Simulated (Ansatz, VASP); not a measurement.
# GaSb in VASP and in Ansatz

Contents of INCAR:

```
  PREC = Accurate
  ENCUT = 520
  EDIFF = 1E-6
  ISMEAR = -1
  SIGMA = 0.02
  LREAL = False
  LASPH = True
  NELM = 80
  ALGO = Normal
  ISIF = 2
  LWAVE = False
  LCHARG = False
  GGA = PE
  NBANDS = 16
```

Contents of KPOINTS:

```
Automatic mesh
0
Gamma
  8 8 8
```

File POSCAR:

```
GaSb
1.0
    0.0000000000      3.0045612220      3.0045612220
    3.0045612220      0.0000000000      3.0045612220
    3.0045612220      3.0045612220      0.0000000000
Ga Sb
1 1
Direct
    0.0000000000      0.0000000000      0.0000000000
    0.2500000000      0.2500000000      0.2500000000
```

Input for Ansatz:

```yaml
crystal:
  lattice:
    - [0.0, 3.004561222, 3.004561222]
    - [3.004561222, 0.0, 3.004561222]
    - [3.004561222, 3.004561222, 0.0]
  atoms:
    - { symbol: Ga, position: [0.0, 0.0, 0.0] }
    - { symbol: Sb, position: [0.25, 0.25, 0.25] }
kpoints:
  mp_grid: { grid: [8, 8, 8] }
  band_path:
    path:
      - [0.0, 0.0, 0.0]
      - [-0.5, -0.5, 0.0]
      - [-0.375, -0.375, 0.25]
      - [-0.375, 0.0, 0.375]
      - [0.0, 0.0, 0.5]
      - [-0.5, -0.25, 0.25]
    npoints: 1
hamiltonian:
  xc: pbe
scf:
  occupations: { method: fermi_dirac, width: 0.02 }
  n_extra_bands: 4
output:
  forces: true
  stress: true
  eigenvalues: true
  write_density: true
  write_potential: true
  elf: true
  volumetric_format: npy
```

Change from the starting cell: hydrostatic strain -2.0%.

Alike in both runs: task single point; functional PBE; k mesh 8 × 8 × 8; occupations fermi-dirac, width 0.02 eV; no spin polarisation.

```csv
,VASP,Ansatz
version,VASP 6.6.1,Ansatz 0.2.0
potentials or method,"VASP PAW PBE potentials, release 64 (Ga_d, Sb)","plane waves, PAW"
plane-wave cutoff (eV),520,420
valence electrons in the cell,18,28
```

```tsv
	VASP	Ansatz	Ansatz less VASP
pressure (GPa)	5.8	5.7	-0.09
```

VASP's potentials hold 18 valence electrons a cell and Ansatz's 28, so a difference there can come from the potentials and not from the codes.

Neither program's run includes spin-orbit coupling.
